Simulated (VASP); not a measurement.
# Sb (I4/mcm) in VASP: further runs, part 2 of 2

VASP 6.6.1. The steps go on from the part before.

## Step 4: Relaxation of cell and atoms, PBEsol, target pressure 10 GPa, at which the enthalpy is minimised

Contents of INCAR:

```
PREC = Accurate
ENCUT = 600
EDIFF = 1E-7
ISMEAR = -1
SIGMA = 0.05
LREAL = False
LASPH = True
NELM = 60
ALGO = Normal
ISIF = 3
LWAVE = False
LCHARG = False
GGA = PS
IBRION = 2
NSW = 80
EDIFFG = -0.01
PSTRESS = 100.0
```

Contents of KPOINTS:

```
Automatic mesh
0
Gamma
  7 7 7
```

Contents of POSCAR:

```
Sb
1.0
   -4.0300106443      4.0300106443      2.0254867038
    4.0300106443     -4.0300106443      2.0254867038
    4.0300106443      4.0300106443     -2.0254867038
Sb
4
Direct
    0.6512630600      0.1512630600      0.8025261200
    0.1512630600      0.3487369400      0.5000000000
    0.3487369400      0.8487369400      0.1974738800
    0.8487369400      0.6512630600      0.5000000000
```

Potentials or basis: VASP PAW PBE potentials, release 64 (Sb).

On the command line:

```
cat potpaw_PBE.64/Sb/POTCAR > POTCAR
mpirun -np 1 vasp_std > vasp.out
```

OUTCAR:

```text
PREC = Accurate
   ENCUT = 600
   EDIFF = 1E-7
   ISMEAR = -1
   LREAL = False
   LASPH = True
   NELM = 60
   ISIF = 3
   GGA = PS
   IBRION = 2
   NSW = 80
   EDIFFG = -0.01
   PSTRESS = 100.0

 ion  position               nearest neighbor table
   1  0.651  0.151  0.803-   3 3.03   3 3.03   2 3.17   4 3.17   2 3.17   4 3.17   3 3.45
   2  0.151  0.349  0.500-   4 3.03   4 3.03   1 3.17   3 3.17   1 3.17   3 3.17   4 3.45
   3  0.349  0.849  0.197-   1 3.03   1 3.03   2 3.17   4 3.17   4 3.17   2 3.17   1 3.45
   4  0.849  0.651  0.500-   2 3.03   2 3.03   1 3.17   3 3.17   3 3.17   1 3.17   2 3.45

  LATTYP: Found a body centered tetragonal cell.
 ALAT       =     8.0600212886
 C/A-ratio  =     0.5026008322

  Lattice vectors:

 A1 = (  -4.0300106443,   4.0300106443,   2.0254867038)
 A2 = (   4.0300106443,  -4.0300106443,   2.0254867038)
 A3 = (   4.0300106443,   4.0300106443,  -2.0254867038)
[... 191 lines left out ...]
  external PRESSURE =    -106.8399093 kB  Pullay stress =     100.0000000 kB
[... 926 lines left out ...]
      3       0.5637      2.00000
      4       3.0931      2.00000
      5       4.1645      2.00000
      6       5.5967      2.00000
      7       6.4133      2.00000
      8       6.9946      2.00000
      9       9.1800      2.00000
     10      10.7160      0.00183
     11      11.8098      0.00000
     12      11.9779      0.00000
     13      12.5892      0.00000
     14      13.5587      0.00000

 [... further k-points ...]

[... ionic steps 4 to 69 ...]

--------------------------------------- Ionic step       70  -------------------------------------------

 number of electron      20.0000000 magnetization

------------------------ aborting loop because EDIFF is reached ----------------------------------------
[... 75 lines left out ...]
--------------------------------------- Ionic step       72  -------------------------------------------

 number of electron      20.0000000 magnetization

 Free energy of the ion-electron system (eV)
  ---------------------------------------------------
  ext. energy  EPLUGINS =         0.00000000
  ---------------------------------------------------
  free energy    TOTEN  =       -17.77214893 eV

  energy without entropy =      -17.75228137  energy(sigma->0) =      -17.76221515

 E-fermi :   9.1593     XC(G=0): -10.4437

 val. band max:        9.1317832735   @ k =   0.4286   0.4286  -0.0000
 cond. band min:       9.1894708649   @ k =  -0.4286   0.4286   0.0000
 fundamental gap:      0.0576875914
 Fermi energy:         9.1593468578
[... 443 lines left out ...]
  energy  without entropy=      -17.7522813690  energy(sigma->0) =      -17.76221515

  enthalpy is  TOTEN    =       -11.4277250237 eV   P V=        6.3444239049

 reached required accuracy - stopping structural energy minimisation
```

CONTCAR:

```text
Sb
   1.00000000000000
    -2.9399496250318262    2.9399496250318262    2.9401061186480626
     2.9399496250318262   -2.9399496250318262    2.9401061186480626
     2.9399496250318262    2.9399496250318262   -2.9401061186480626
  Sb
     4
Direct
     0.7480383488451137    0.2480383488451134    0.9960766976902338
     0.2480383488451134    0.2519616511548867    0.5000000000000000
     0.2519616511548867    0.7519616511548862    0.0039233023097661
     0.7519616511548864    0.7480383488451137    0.5000000000000000

  0.00000000E+00  0.00000000E+00  0.00000000E+00
  0.00000000E+00  0.00000000E+00  0.00000000E+00
  0.00000000E+00  0.00000000E+00  0.00000000E+00
  0.00000000E+00  0.00000000E+00  0.00000000E+00
```

It took 33 min on 1 thread of Intel Xeon 6975P-C (Granite Rapids), shared host; peak memory 0.39 GiB.

Results:

```
Free energy                                                : -17.7721 eV
Relaxed volume                                             : 25.41 Å³/atom
Relaxed cell                                               : a = 5.092 Å, b = 5.092 Å, c = 5.092 Å, α = 109.47°, β = 109.47°, γ = 109.47°
Space group after relaxing (to 0.1 Å)                      : Pm-3m (No. 221)
Energy change on relaxing (the run minimises the enthalpy) : -148.8 meV/atom
Ionic steps                                                : 72
Pressure after relaxing                                    : 10.0 GPa
Largest force after relaxing                               : 0.008 eV/Å
Band gap on the k mesh                                     : zero (bands 10 and 11 overlap by 1.99 eV)
```

Forces on the atoms (eV/Å):
```
Sb   0.006  0.006  0.000
Sb  -0.006  0.006  0.000
Sb  -0.006 -0.006  0.000
Sb   0.006 -0.006  0.000
```

Step by step:
```csv
step,energy change (eV),largest force (eV/Å),pressure (GPa),volume (Å³)
1,0.0000,0.0524,-0.68,131.58
3,0.4048,0.2315,9.34,114.01
5,0.4657,0.2534,10.18,113.00
7,0.5123,0.0434,10.43,110.84
9,0.9525,0.3068,13.41,100.44
11,0.9938,0.3892,18.65,93.87
13,1.5467,0.7531,28.04,86.73
15,0.2261,0.5370,11.16,97.70
17,0.1288,0.5125,9.55,99.15
19,0.1092,0.4117,9.63,99.01
21,0.0851,0.0760,10.22,98.37
23,0.0259,0.0819,9.74,98.87
25,-0.1682,0.4457,7.45,104.13
27,-0.2407,0.4891,8.17,101.42
29,-0.2365,0.5010,8.85,101.04
31,-0.1408,0.3598,12.53,98.07
33,-0.0825,0.3053,13.91,97.04
35,-0.2759,0.2172,12.21,98.73
37,-0.4040,0.1359,10.79,100.33
39,-0.6510,0.1424,7.62,103.66
41,-0.5674,0.1329,9.19,102.03
43,-0.5083,0.1140,10.38,100.94
45,-0.5287,0.0919,10.25,101.14
47,-0.5830,0.0860,9.50,101.92
49,-0.6163,0.0776,9.15,102.34
51,-0.4749,0.0475,11.77,100.07
53,-0.5543,0.0533,10.44,101.18
55,-0.5541,0.0277,10.62,101.08
57,-0.6091,0.0239,9.74,101.93
59,-0.6066,0.0216,9.82,101.86
61,-0.5866,0.0191,10.16,101.53
63,-0.5934,0.0149,10.06,101.63
65,-0.6080,0.0138,9.82,101.87
67,-0.6061,0.0121,9.86,101.83
69,-0.6043,0.0105,9.89,101.80
71,-0.5921,0.0089,10.10,101.60
72,-0.5951,0.0082,10.05,101.65
```

Final structure:
```
Sb
1.0
    -2.93995    2.93995    2.94011
     2.93995   -2.93995    2.94011
     2.93995    2.93995   -2.94011
Sb
4
Direct
  0.74804 0.24804 0.99608
  0.24804 0.25196 0.50000
  0.25196 0.75196 0.00392
  0.75196 0.74804 0.50000
```

Caveat: the cell is relaxed towards a set pressure, so the run minimises the enthalpy, not the energy; the volume moved by over 15 % at a fixed basis, so the end points are rough; the PAW data sets were made with another functional, which shifts forces and pressure a little; spin-orbit coupling is left out, which moves the levels of the heavy elements.

## Step 5: Overview

| cell | gap on the mesh (eV) | pressure (GPa) | largest force (eV/Å) |
| --- | --- | --- | --- |
| relaxed | none | 0.0 | - |
| relaxed to 5 GPa | none | 5.0 | 0.01 |
| relaxed to 10 GPa | none | 10.0 | 0.01 |

Alike in all rows: task relaxation of cell and atoms; level PBEsol; potentials or basis VASP PAW PBE potentials, release 64 (Sb); no spin polarisation; k mesh 7 × 7 × 7; cutoff (eV) 600; smearing fermi-dirac 0.05 eV.

Caveats: the PAW data sets were made with another functional, which shifts forces and pressure a little; spin-orbit coupling is left out, which moves the levels of the heavy elements; the cell is relaxed towards a set pressure, so the run minimises the enthalpy, not the energy (at least some runs); the volume moved by over 15 % at a fixed basis, so the end points are rough (at least some runs).

Absolute energies hang on the potentials; compare differences alone.

The gap in the log of VASP goes by the Fermi energy; the results here count the filled bands.